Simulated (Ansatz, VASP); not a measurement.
# Two plane-wave programs on Hf3TiO8

File INCAR:

```
SYSTEM = Hf3TiO8
  PREC = Accurate
  ENCUT = 600
  EDIFF = 1E-6
  ISMEAR = 0
  SIGMA = 0.02
  LREAL = .False.
  LASPH = .True.
  NELM = 60
  ALGO = Normal
  ISIF = 3
  LWAVE = .False.
  LCHARG = .False.
  GGA = PE
  IBRION = 2
  NSW = 100
  EDIFFG = -0.01
```

The input KPOINTS:

```
regular mesh
0
Gamma
  6 6 4
  0 0 0
```

Contents of POSCAR:

```
Hf3TiO8
1.0
    3.4029738241     -3.4083910239      0.0000000000
    3.4029738241      3.4083910239      0.0000000000
    0.0000000000      0.0000000000      6.3515105247
Hf Ti O
3 1 8
Direct
    0.0000000000      0.0000000000      0.0000000000
    0.5000000000      0.5000000000      0.2544885579
    0.5000000000      0.5000000000      0.7455114421
    0.0000000000      0.0000000000      0.5000000000
    0.8093481118      0.1906518882      0.2618205740
    0.8093481118      0.1906518882      0.7381794260
    0.6944872846      0.6944872846      0.0000000000
    0.7044662633      0.7044662633      0.5000000000
    0.3055127154      0.3055127154      0.0000000000
    0.2955337367      0.2955337367      0.5000000000
    0.1906518882      0.8093481118      0.2618205740
    0.1906518882      0.8093481118      0.7381794260
```

Input for Ansatz:

```yaml
crystal:
  lattice:
    - [3.4029738241, -3.4083910239, 0.0]
    - [3.4029738241, 3.4083910239, 0.0]
    - [0.0, 0.0, 6.3515105247]
  atoms:
    - { symbol: Hf, position: [0.0, 0.0, 0.0] }
    - { symbol: Hf, position: [0.5, 0.5, 0.2544885579] }
    - { symbol: Hf, position: [0.5, 0.5, 0.7455114421] }
    - { symbol: Ti, position: [0.0, 0.0, 0.5] }
    - { symbol: O, position: [0.8093481118, 0.1906518882, 0.261820574] }
    - { symbol: O, position: [0.8093481118, 0.1906518882, 0.738179426] }
    - { symbol: O, position: [0.6944872846, 0.6944872846, 0.0] }
    - { symbol: O, position: [0.7044662633, 0.7044662633, 0.5] }
    - { symbol: O, position: [0.3055127154, 0.3055127154, 0.0] }
    - { symbol: O, position: [0.2955337367, 0.2955337367, 0.5] }
    - { symbol: O, position: [0.1906518882, 0.8093481118, 0.261820574] }
    - { symbol: O, position: [0.1906518882, 0.8093481118, 0.738179426] }
basis:
  ecutwfc: 420
kpoints:
  mp_grid: { grid: [6, 6, 4] }
hamiltonian:
  xc: pbe
scf:
  occupations: { method: gaussian, width: 0.02 }
output:
  forces: true
  stress: true
  eigenvalues: true
  write_density: true
  write_potential: true
  elf: true
  volumetric_format: npy
relax:
  adjacent_minimum: "off"
  f_tol: 0.01
  max_steps: 80
  cell: { stress_tol: 0.05 }
```

Alike in both runs: task relaxation of cell and atoms; functional PBE; k mesh 6 × 6 × 4; occupations gaussian, width 0.02 eV; no spin polarisation.

|  | VASP | Ansatz |
| --- | --- | --- |
| version | VASP 6.6.1 | Ansatz 0.2.0 |
| potentials or method | VASP PAW PBE potentials, release 64 (Hf_pv, Ti_sv, O), cutoff 600 eV | scalar-relativistic, plane waves, PAW |
| valence electrons in the cell | 90 | 138 |

```tsv
	VASP	Ansatz	Ansatz less VASP
gap on the k mesh at the Fermi level, each at its own relaxed structure (eV)	2.48	2.53	+0.048
relaxed volume (Å³/atom)	12.17	12.29	+0.123
relaxed length of the cell vector where the two differ most in proportion (Å)	4.802	4.819	+0.0167
```

VASP's potentials hold 90 valence electrons a cell and Ansatz's 138, so a difference there can come from the potentials and not from the codes.

Spin-orbit coupling is off throughout.
